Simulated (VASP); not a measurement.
Input of a VASP 6.6.1 run:

The input INCAR:

```
SYSTEM = SnO
PREC = Accurate
ENCUT = 600
EDIFF = 1E-7
ISMEAR = 0
SIGMA = 0.02
LREAL = .FALSE.
LASPH = .TRUE.
NELM = 100
ALGO = Normal
ISIF = 4
LWAVE = .FALSE.
LCHARG = .FALSE.
GGA = PS
IVDW = 12
IBRION = 2
NSW = 50
EDIFFG = -0.01
```

KPOINTS

```
Automatic mesh
0
G
  8 6 8
  0 0 0
```

The input POSCAR:

```
SnO
1.0
    3.2556339148      0.0000000000      0.0000000000
    0.0000000000      5.4976383900      0.0000000000
    0.0000000000      0.0000000000      3.5211840564
Sn O
2 2
Direct
    0.0000000000      0.2455838965      0.5476894370
    0.5000000000      0.7544161035      0.0476894370
    0.0000000000      0.8745722349      0.7023115630
    0.5000000000      0.1254277651      0.2023115630
```

Potentials or basis: VASP PAW PBE potentials, release 64 (Sn_d, O).

Launch:

```bash
$ cat potpaw_PBE.64/Sn_d/POTCAR potpaw_PBE.64/O/POTCAR > POTCAR
$ mpirun -np 1 vasp_std > vasp.out
```

Task: Predict the dispersion energy per atom.

Result: -0.240 eV.

Task: Estimate the band gap on the k mesh.

Result: 0.86 eV (least direct gap 1.57 eV).

Final structure:
```
CELL_PARAMETERS angstrom
3.27790 0.00000 0.00000
0.00000 5.53238 0.00000
0.00000 0.00000 3.47530
ATOMIC_POSITIONS crystal
Sn 0.00000 0.24865 0.55558
Sn 0.50000 0.75135 0.05558
O 0.00000 0.87256 0.69442
O 0.50000 0.12744 0.19442
```

Caveat: spin-orbit coupling is left out, which moves the levels of the heavy elements. A k mesh can miss the band edges.
